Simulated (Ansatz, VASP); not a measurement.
# In: VASP beside Ansatz

```
CELL_PARAMETERS angstrom
3.39176 0.00000 0.00000
-1.69588 2.93735 0.00000
0.00000 0.00000 11.01051
ATOMIC_POSITIONS crystal
In 0.00000 0.00000 0.00000
In 0.00000 0.00000 0.50000
In 0.33333 0.66667 0.25000
In 0.66667 0.33333 0.75000
```

Alike in both runs: task single point; functional BLYP; k mesh 12 × 12 × 3; occupations fermi-dirac, width 0.1 eV; no spin polarisation.

```csv
,VASP,Ansatz
version,VASP 6.6.1,Ansatz 0.2.0
potentials or method,"VASP PAW PBE potentials, release 64 (In_d), cutoff 520 eV","plane waves (420 eV) with PAW, scalar-relativistic"
valence electrons in the cell,52,52
```

```tsv
	VASP	Ansatz	Ansatz less VASP
pressure (GPa)	4.0	4.0	+0.01
traceless stress, the component that is largest in VASP (GPa)	0.18	0.18	-0.006
```

VASP's potentials were made for PBE, not for BLYP.
